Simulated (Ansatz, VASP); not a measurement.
One calculation of LaTaTl3, two programs

```xyz
5
Lattice="3.4722 2.0047 3.8587 -3.4722 2.0047 3.8587 0.0000 -4.0093 3.8587" Properties=species:S:1:pos:R:3 pbc="T T T"
La    0.0000    0.0000    0.0000
Ta    0.0000    0.0000    5.7880
Tl    0.0000   -2.0047    1.9293
Tl    1.7361    1.0023    1.9293
Tl   -1.7361    1.0023    1.9293
```

Alike in both runs: task relaxation of cell and atoms; functional PBE; k mesh 3 × 3 × 3; occupations gaussian, width 0.1 eV; no spin polarisation.

```csv
,VASP,Ansatz
version,VASP 6.6.1,Ansatz 0.2.0
potentials or method,"VASP PAW PBE potentials, release 64 (La, Ta_pv, Tl_d), cutoff 600 eV","scalar-relativistic, plane waves, PAW"
valence electrons in the cell,61,63
```

VASP gave:

```
gap on the k mesh at the Fermi level, each at its own relaxed structure (eV) : none
relaxed volume (Å³/atom)                                                     : 35.78
relaxed length of the cell vector where the two differ most in proportion (Å)              : 6.659
```

Task: What did Ansatz give for the same quantities?

Result: gap on the k mesh at the Fermi level, each at its own relaxed structure (eV): none; relaxed volume (Å³/atom): 35.84; relaxed length of the cell vector where the two differ most in proportion (Å): 6.649.

A gap of «none» marks a metal or a gap that the smearing closes. VASP's potentials hold 61 valence electrons a cell and Ansatz's 63, so a difference there can come from the potentials and not from the codes.

The k mesh is coarse, so the values compare programs but aren't converged. Neither program's run includes spin-orbit coupling.
